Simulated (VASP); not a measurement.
**KYMgC6N6: relaxation of cell and atoms with PBE**

KYMgC6N6:

```
K Y Mg C N
1.0
     0.00000    5.80552    5.80552
     5.80552    0.00000    5.80552
     5.80552    5.80552    0.00000
K Y Mg C N
1 1 1 6 6
Direct
  0.25000 0.25000 0.25000
  0.50000 0.50000 0.50000
  0.00000 0.00000 0.00000
  0.80355 0.19645 0.19645
  0.80355 0.19645 0.80355
  0.80355 0.80355 0.19645
  0.19645 0.80355 0.80355
  0.19645 0.80355 0.19645
  0.19645 0.19645 0.80355
  0.70262 0.29738 0.29738
  0.70262 0.29738 0.70262
  0.70262 0.70262 0.29738
  0.29738 0.70262 0.70262
  0.29738 0.70262 0.29738
  0.29738 0.29738 0.70262
```

```yaml
Program: VASP 6.6.1
Task: relaxation of cell and atoms
Functional: PBE
Potentials_or_basis: VASP PAW PBE potentials, release 64 (K_sv, Y_sv, Mg, C, N)
Cutoff: 600 eV
k_mesh: 4 × 4 × 4
Occupations: gaussian, width 0.02 eV
Spin: no spin polarisation
Dipole_correction: no
Further_INCAR_settings: LREAL = Auto; ALGO = Normal; EDIFF = 1e-07; IBRION = 2; EDIFFG = -0.01; NSW = 100; ISIF = 3
```

```yaml
Relaxed_volume: 26.15 Å³/atom
Relaxed_cell: a = 8.217 Å, b = 8.217 Å, c = 8.217 Å, α = 60.00°, β = 60.00°, γ = 60.00°
Space_group_after_relaxing_to_0.05_Å: F-43m (No. 216)
Energy_gained_by_relaxing: 0.3 meV/atom
Ionic_steps: 6
Pressure_after_relaxing: 0.0 GPa
Largest_force_after_relaxing: 0.003 eV/Å
Band_gap_on_the_k_mesh: 4.28 eV, indirect (least direct gap 4.37 eV)
```

Forces in eV/Å, atoms in the order of the input:
```
K    0.000  0.000  0.000
Y    0.000  0.000  0.000
Mg   0.000  0.000  0.000
C   -0.001  0.000  0.000
C    0.000  0.001  0.000
C    0.000  0.000  0.001
C    0.001  0.000  0.000
C    0.000 -0.001  0.000
C    0.000  0.000 -0.001
N    0.003  0.000  0.000
N    0.000 -0.003  0.000
N    0.000  0.000 -0.003
N   -0.003  0.000  0.000
N    0.000  0.003  0.000
N    0.000  0.000  0.003
```

The path:
```
step  energy change (eV)  largest force (eV/Å)  pressure (GPa)  volume (Å³)
   1              0.0000                0.3726            0.42       391.34
   2              0.3987                3.5991           -3.15       395.24
   3             -0.0038                0.0246            0.07       391.67
   4             -0.0038                0.0135            0.08       391.66
   5             -0.0038                0.0061            0.09       391.66
   6             -0.0041                0.0032            0.04       392.28
```

Final structure:
```
CELL_PARAMETERS angstrom
0.00000 5.81016 5.81016
5.81016 0.00000 5.81016
5.81016 5.81016 0.00000
ATOMIC_POSITIONS crystal
K 0.25000 0.25000 0.25000
Y 0.50000 0.50000 0.50000
Mg 0.00000 0.00000 0.00000
C 0.80367 0.19633 0.19633
C 0.80367 0.19633 0.80367
C 0.80367 0.80367 0.19633
C 0.19633 0.80367 0.80367
C 0.19633 0.80367 0.19633
C 0.19633 0.19633 0.80367
N 0.70253 0.29747 0.29747
N 0.70253 0.29747 0.70253
N 0.70253 0.70253 0.29747
N 0.29747 0.70253 0.70253
N 0.29747 0.70253 0.29747
N 0.29747 0.29747 0.70253
```

Levels at points of the mesh, in eV from the valence-band top:
| k point | band 34 | band 35 | band 36 | band 37 | band 38 | band 39 | band 40 | band 41 | band 42 | band 43 |
| --- | --- | --- | --- | --- | --- | --- | --- | --- | --- | --- |
| (0.00, 0.00, 0.00) | -0.83 | -0.83 | -0.83 | -0.22 | -0.22 | 4.28 | 4.28 | 4.28 | 5.26 | 6.31 |
| (0.50, 0.00, 0.00) | -1.03 | -0.77 | -0.77 | 0.00 | 0.00 | 4.76 | 4.87 | 4.87 | 5.53 | 5.70 |
| (0.50, 0.50, 0.00) | -0.64 | -0.64 | -0.54 | -0.26 | -0.21 | 4.31 | 5.16 | 5.16 | 5.91 | 5.98 |

It took 23 min on 1 thread of Intel(R) Xeon(R) 6975P-C (Granite Rapids), on a shared host, peak memory 0.82 GiB.

A k mesh can miss the band edges.
